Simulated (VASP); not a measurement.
# GaGe3 (Fm-3m) in VASP: further runs

GaGe3 is run at these levels: PBE; tasks: single point.

Program: VASP 6.6.1. These are calculated values, not measurements. Logs are shortened: lines on timing, memory, paths and dates and some standing lists are left out, and cuts for length are marked.

**1. The cell of the first run**

Symmetry: Fm-3m, No. 225, cubic system. The conventional cell has a = 6.437 Å, b = 6.437 Å, c = 6.437 Å, α = 90.00°, β = 90.00°, γ = 90.00°. Ga (site symmetry m-3m) has 14 Ge at 2.79 to 3.22 Å within 3.7 Å. Ge (site symmetry -43m) has 4 Ga at 2.79 Å and 10 Ge at 2.79 to 3.22 Å within 3.7 Å. Within 3.7 Å of Ge (site symmetry m-3m) lie 8 Ge at 2.79 Å and 6 Ga at 3.22 Å.

**2. Single point, PBE**

The input, INCAR:

```
  ALGO = Normal
  EDIFF = 1E-6
  ENCUT = 520
  GGA = PE
  ISIF = 2
  ISMEAR = 1
  LASPH = True
  LCHARG = False
  LREAL = False
  LWAVE = False
  NBANDS = 36
  NELM = 80
  PREC = Accurate
  SIGMA = 0.1
```

The input, KPOINTS:

```
k-points
0
Gamma
  5 5 5
```

The input, POSCAR:

```
GaGe3
1.0
    0.0000000000      3.2184647382      3.2184647382
    3.2184647382      0.0000000000      3.2184647382
    3.2184647382      3.2184647382      0.0000000000
Ga Ge
1 3
Direct
    0.0000000000      0.0000000000      0.0000000000
    0.2500000000      0.2500000000      0.2500000000
    0.7500000000      0.7500000000      0.7500000000
    0.5000000000      0.5000000000      0.5000000000
```

Potentials or basis: VASP PAW PBE potentials, release 64 (Ga_d, Ge_d).

Command:

```sh
> cat potpaw_PBE.64/Ga_d/POTCAR potpaw_PBE.64/Ge_d/POTCAR > POTCAR
> mpirun -np 1 vasp_std > vasp.out
```

OUTCAR:

```text
EDIFF = 1E-6
   ENCUT = 520
   GGA = PE
   ISIF = 2
   ISMEAR = 1
   LASPH = True
   LREAL = False
   NELM = 80
   PREC = Accurate

 ion  position               nearest neighbor table
   1  0.000  0.000  0.000-   3 2.79   3 2.79   3 2.79   2 2.79   3 2.79   2 2.79   2 2.79   2 2.79

   2  0.250  0.250  0.250-   1 2.79   1 2.79   1 2.79   1 2.79   4 2.79   4 2.79   4 2.79   4 2.79

   3  0.750  0.750  0.750-   4 2.79   4 2.79   4 2.79   1 2.79   4 2.79   1 2.79   1 2.79   1 2.79

   4  0.500  0.500  0.500-   2 2.79   2 2.79   2 2.79   2 2.79   3 2.79   3 2.79   3 2.79   3 2.79

  LATTYP: Found a face centered cubic cell.
 ALAT       =     6.4369294764

  Lattice vectors:

 A1 = (   0.0000000000,   3.2184647382,   3.2184647382)
 A2 = (   3.2184647382,   0.0000000000,   3.2184647382)
 A3 = (   3.2184647382,   3.2184647382,   0.0000000000)

Analysis of symmetry for initial positions (statically):
=====================================================================
 Subroutine PRICEL returns:
 Original cell was already a primitive cell.

 Routine SETGRP: Setting up the symmetry group for a
 face centered cubic supercell.

 Subroutine GETGRP returns: Found 48 space group operations
 (whereof 48 operations were pure point group operations)
 out of a pool of 48 trial point group operations.

The static configuration has the point symmetry O_h .

Analysis of symmetry for dynamics (positions and initial velocities):
=====================================================================
 Subroutine PRICEL returns:
 Original cell was already a primitive cell.

 Routine SETGRP: Setting up the symmetry group for a
 face centered cubic supercell.

 Subroutine GETGRP returns: Found 48 space group operations
 (whereof 48 operations were pure point group operations)
 out of a pool of 48 trial point group operations.

The dynamic configuration has the point symmetry O_h .

 Subroutine INISYM returns: Found 48 space group operations
 (whereof 48 operations are pure point group operations),
 and found     1 'primitive' translations

----------------------------------------------------------------------------------------

                                     Primitive cell

  volume of cell :      66.6770

  direct lattice vectors                    reciprocal lattice vectors
     0.000000000  3.218464738  3.218464738    -0.155353574  0.155353574  0.155353574
     3.218464738  0.000000000  3.218464738     0.155353574 -0.155353574  0.155353574
     3.218464738  3.218464738  0.000000000     0.155353574  0.155353574 -0.155353574

  length of vectors
     4.551596483  4.551596483  4.551596483     0.269080283  0.269080283  0.269080283

  position of ions in fractional coordinates (direct lattice)
     0.000000000  0.000000000  0.000000000
     0.250000000  0.250000000  0.250000000
     0.750000000  0.750000000  0.750000000
     0.500000000  0.500000000  0.500000000

  ion indices of the primitive-cell ions
   primitive index   ion index
                 1           1
                 2           2
                 3           3
                 4           4

----------------------------------------------------------------------------------------

 KPOINTS: k-points

Automatic generation of k-mesh.
 Grid dimensions read from file:
 generate k-points for:    5    5    5

 Generating k-lattice:

  Cartesian coordinates                     Fractional coordinates (reciprocal lattice)
    -0.031070715  0.031070715  0.031070715     0.200000000  0.000000000  0.000000000
     0.031070715 -0.031070715  0.031070715     0.000000000  0.200000000  0.000000000
     0.031070715  0.031070715 -0.031070715     0.000000000  0.000000000  0.200000000

  Length of vectors
     0.053816057  0.053816057  0.053816057

  Shift w.r.t. Gamma in fractional coordinates (k-lattice)
     0.000000000  0.000000000  0.000000000

 Subroutine IBZKPT returns following result:
 ===========================================

 Found     10 irreducible k-points:

 Following reciprocal coordinates:
            Coordinates               Weight
  0.000000  0.000000  0.000000      1.000000
  0.200000  0.000000  0.000000      8.000000
  0.400000  0.000000  0.000000      8.000000
  0.200000  0.200000  0.000000      6.000000
  0.400000  0.200000  0.000000     24.000000
 -0.400000  0.200000  0.000000     24.000000
 -0.200000  0.200000  0.000000     12.000000
  0.400000  0.400000  0.000000      6.000000
 -0.400000  0.400000  0.000000     12.000000
 -0.400000  0.400000  0.200000     24.000000
   k-points           NKPTS =     10   k-points in BZ     NKDIM =     10   number of bands    NBANDS=     36
   number of dos      NEDOS =    301   number of ions     NIONS =      4
   total plane-waves  NPLWV =  46656
   dimension x,y,z NGX =    36 NGY =   36 NGZ =   36
   dimension x,y,z NGXF=    72 NGYF=   72 NGZF=   72
   ions per type =               1   3
   NGX,Y,Z   is equivalent  to a cutoff of  13.15, 13.15, 13.15 a.u.
   NGXF,Y,Z  is equivalent  to a cutoff of  26.30, 26.30, 26.30 a.u.
 SYSTEM =  unknown system
   PREC   = accura    normal or accurate (medium, high low for compatibility)
   ISTART =      0    job   : 0-new  1-cont  2-samecut
   ICHARG =      2    charge: 1-file 2-atom 10-const
   ISPIN  =      1    spin polarized calculation?
   LNONCOLLINEAR =      F non collinear calculations
   LSORBIT =      F    spin-orbit coupling
   LASPH  =      T    aspherical Exc in radial PAW
   ENCUT  =  520.0 eV  38.22 Ry    6.18 a.u.   8.46  8.46  8.46*2*pi/ulx,y,z
   NELM   =     80;   NELMIN=  2; NELMDL= -5     # of ELM steps
   EDIFF  = 0.1E-05   stopping-criterion for ELM
   LREAL  =      F    real-space projection
   EDIFFG = 0.1E-04   stopping-criterion for IOM
   NSW    =      0    number of steps for IOM
   IBRION =     -1    ionic relax: 0-MD 1-quasi-New 2-CG
   NFREE  =      0    steps in history (QN), initial steepest desc. (CG)
   ISIF   =      2    stress and relaxation
   ISYM   =      2    0-nonsym 1-usesym 2-fastsym
   POTIM  = 0.5000    time-step for ionic-motion
   TEBEG  =    0.0;   TEEND  =   0.0 temperature during run
   PSTRESS=    0.0 pullay stress
   NELECT =      55.0000    total number of electrons
   NUPDOWN=      -1.0000    fix difference up-down
   EMIN   =  10.00;   EMAX   =-10.00  energy-range for DOS
   EFERMI =   0.00;   METHOD = LEGACY
   ISMEAR =     1;   SIGMA  =   0.10  broadening in eV -4-tet -1-fermi 0-gaus
   EFERMI_NEDOS =   21; number of points for ismear=-14 and -15
   IALGO  =     38    algorithm
   IMIX   =      4    mixing-type and parameters
     AMIX     =   0.40;   BMIX     =  1.00
     AMIX_MAG =   1.60;   BMIX_MAG =  1.00
  volume/ion in A,a.u.               =      16.67       112.49
  Fermi-wavevector in a.u.,A,eV,Ry     =   1.535337  2.901366 32.072454  2.357259
  Thomas-Fermi vector in A             =   2.642139
   LORBIT       =      0    0 simple, 1 ext, 2 COOP (PROOUT), +10 PAW based schemes
   GGA     = PE    functional components
   LHFCALC =     F    Hartree Fock is set to
   AEXX    =    0.0000 exact exchange contribution
   IVDW    =     0    specifies the selected vdW correction
   LEPSILON=     F    determine dielectric tensor
   LRPA    =     F    only Hartree local field effects (RPA)
 non-spin polarized calculation
 Methfessel and Paxton  Order N= 1 SIGMA  =   0.10
  energy-cutoff  :      520.00
  volume of cell :       66.68
 maximum number of plane-waves:      1808
 NGX is ok and might be reduce to    36
   NGX = 17   NGY = 17   NGZ = 17

 number of electron      55.0000043 magnetization

 Free energy of the ion-electron system (eV)
  ---------------------------------------------------
  ext. energy  EPLUGINS =         0.00000000
  ---------------------------------------------------
  free energy    TOTEN  =       -15.08803273 eV

  energy without entropy =      -15.09100354  energy(sigma->0) =      -15.08902300

 E-fermi :   8.1048     XC(G=0): -11.8726

 val. band max:        7.9696254274   @ k =   0.2000   0.2000   0.0000
 cond. band min:       8.1563384450   @ k =   0.2000   0.0000   0.0000
 fundamental gap:      0.1867130176
 Fermi energy:         8.1048347570

 k-point     1 :       0.0000    0.0000    0.0000
  band No.  band energies     occupation
      1     -17.0185      2.00000
      2     -17.0185      2.00000
      3     -17.0185      2.00000
      4     -17.0145      2.00000
      5     -17.0145      2.00000
      6     -16.9273      2.00000
[... 28 lines left out ...]
     35      12.4950      0.00000
     36      19.2604      0.00000

 k-point     2 :       0.2000    0.0000    0.0000
  band No.  band energies     occupation
      1     -17.0243      2.00000
      2     -17.0243      2.00000
      3     -17.0207      2.00000
      4     -17.0066      2.00000
      5     -17.0066      2.00000
      6     -16.9210      2.00000
[... 28 lines left out ...]
     35      14.3289      0.00000
     36      16.2732      0.00000

 k-point     3 :       0.4000    0.0000    0.0000
  band No.  band energies     occupation
      1     -17.0328      2.00000
      2     -17.0328      2.00000
      3     -17.0171      2.00000
      4     -16.9918      2.00000
      5     -16.9918      2.00000
      6     -16.9104      2.00000
[... 28 lines left out ...]
     35      14.3353      0.00000
     36      15.8110      0.00000
[... 196 lines left out ...]
 k-point     9 :      -0.4000    0.4000    0.0000
  band No.  band energies     occupation
      1     -17.0381      2.00000
      2     -17.0338      2.00000
      3     -17.0143      2.00000
      4     -16.9958      2.00000
      5     -16.9782      2.00000
      6     -16.9252      2.00000
[... 28 lines left out ...]
     35      15.1545      0.00000
     36      16.0968      0.00000

 k-point    10 :      -0.4000    0.4000    0.2000
  band No.  band energies     occupation
      1     -17.0361      2.00000
      2     -17.0306      2.00000
      3     -17.0193      2.00000
      4     -16.9933      2.00000
      5     -16.9832      2.00000
      6     -16.9191      2.00000
[... 28 lines left out ...]
     35      15.4568      0.00000
     36      15.8330      0.00000

------------------------ aborting loop because EDIFF is reached ----------------------------------------

  FORCE on cell =-STRESS in cart. coord.  units (eV):
  Direction    XX          YY          ZZ          XY          YZ          ZX
  --------------------------------------------------------------------------------------
  -------------------------------------------------------------------------------------
  Total        4.2645346      4.2645346      4.2645346      0.0000000      0.0000000     -0.0000000
  in kB      102.4721765    102.4721765    102.4721765      0.0000000      0.0000000     -0.0000000
  external PRESSURE =     102.4721765 kB  Pullay stress =       0.0000000 kB

 VOLUME and BASIS-vectors are now :
 -----------------------------------------------------------------------------
  energy-cutoff  :      520.00
  volume of cell :       66.68
      direct lattice vectors                 reciprocal lattice vectors
     0.000000000  3.218464738  3.218464738    -0.155353574  0.155353574  0.155353574
     3.218464738  0.000000000  3.218464738     0.155353574 -0.155353574  0.155353574
     3.218464738  3.218464738  0.000000000     0.155353574  0.155353574 -0.155353574

 POSITION                                       TOTAL-FORCE (eV/Angst)
 -----------------------------------------------------------------------------------
      0.00000      0.00000      0.00000        -0.000000      0.000000     -0.000000
      1.60923      1.60923      1.60923        -0.000000     -0.000000      0.000000
      4.82770      4.82770      4.82770         0.000000      0.000000      0.000000
      3.21846      3.21846      3.21846        -0.000000      0.000000     -0.000000
 -----------------------------------------------------------------------------------
    total drift:                                0.000000      0.000000      0.000000

  FREE ENERGIE OF THE ION-ELECTRON SYSTEM (eV)
  ---------------------------------------------------
  free  energy   TOTEN  =       -15.0880327350 eV

  energy  without entropy=      -15.0910035449  energy(sigma->0) =      -15.08902300
```

It took 20 s on 1 thread of AMD EPYC 7R13 (Zen 3), shared host; peak memory 0.17 GiB.

Results:

```yaml
Free_energy: -15.0880 eV
Pressure: 10.2 GPa
```

Levels at points of the mesh, in eV from the Fermi level:
| k point | band 24 | band 25 | band 26 | band 27 | band 28 | band 29 | band 30 | band 31 |
| --- | --- | --- | --- | --- | --- | --- | --- | --- |
| (0.00, 0.00, 0.00) | -2.25 | -2.25 | -2.25 | -1.98 | -1.98 | -1.98 | -0.41 | -0.14 |

(Continued in part 2 of 2.)
